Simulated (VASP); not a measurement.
Set up this calculation in VASP 6.6.1, as the native input.

```
Task                   : electric field gradients
Functional             : r2SCAN
Potentials or basis    : VASP PAW PBE potentials, release 64 (Ba_sv, Ti_sv, O)
Cutoff                 : 520 eV
k mesh                 : 6 × 6 × 6
Occupations            : fermi-dirac, width 0.01 eV
Spin                   : no spin polarisation
Dipole correction      : no
Further INCAR settings : ALGO = Normal; EDIFF = 1e-08; NBANDS = 28
```

BaTiO3:

```
Ba Ti O
1.0
     2.84826    1.64444    2.33556
    -2.84826    1.64444    2.33556
     0.00000   -3.28888    2.33556
Ba Ti O
1 1 3
Direct
  0.00015 0.00015 0.00015
  0.51334 0.51334 0.51334
  0.48895 0.97972 0.48895
  0.48895 0.48895 0.97972
  0.97972 0.48895 0.48895
```

These files were run (other wordings do the same):

POSCAR

```
BaTiO3
1.0
    2.8482561214      1.6444414384      2.3355603327
   -2.8482561214      1.6444414384      2.3355603327
    0.0000000000     -3.2888828768      2.3355603327
Ba Ti O
1 1 3
Direct
    0.0001460400      0.0001460400      0.0001460400
    0.5133377100      0.5133377100      0.5133377100
    0.4889503100      0.9797166300      0.4889503100
    0.4889503100      0.4889503100      0.9797166300
    0.9797166300      0.4889503100      0.4889503100
```

INCAR.step1

```
ALGO = Normal
EDIFF = 1E-4
ENCUT = 520
GGA = PE
ISMEAR = -1
LASPH = T
LCHARG = F
LREAL = F
LWAVE = T
NBANDS = 28
NELM = 60
PREC = Accurate
SIGMA = 0.01
```

INCAR.step2

```
ALGO = Normal
EDIFF = 1E-8
ENCUT = 520
ISIF = 2
ISMEAR = -1
ISTART = 1
LASPH = T
LCHARG = F
LEFG = T
LMIXTAU = T
LREAL = F
LWAVE = F
METAGGA = R2SCAN
NBANDS = 28
NELM = 60
PREC = Accurate
SIGMA = 0.01
```

KPOINTS

```
k-points
0
Gamma
  6 6 6
```

Potentials or basis: VASP PAW PBE potentials, release 64 (Ba_sv, Ti_sv, O).

Run with:

```console
$ cat potpaw_PBE.64/Ba_sv/POTCAR potpaw_PBE.64/Ti_sv/POTCAR potpaw_PBE.64/O/POTCAR > POTCAR
$ cp INCAR.step1 INCAR
$ mpirun -np 1 vasp_std > vasp.out
$ cp INCAR.step2 INCAR
$ mpirun -np 1 vasp_std > vasp.out
```

Results of the run:

```json
{
  "Pressure": "0.1 GPa",
  "Largest force": "0.019 eV/Å",
  "Band gap on the k mesh": "2.73 eV, indirect (least direct gap 3.17 eV)"
}
```

Caveat: without QUAD_EFG the Cq values of the log hold for a quadrupole moment of 1 mb, not for the nuclei; the PAW data sets were made with another functional, which shifts forces and pressure a little; spin-orbit coupling is left out, which moves the levels of the heavy elements.

It took 3.6 min on 1 thread of Intel(R) Xeon(R) Platinum 8488C (Sapphire Rapids), with other jobs on the host, peak memory 0.21 GiB.
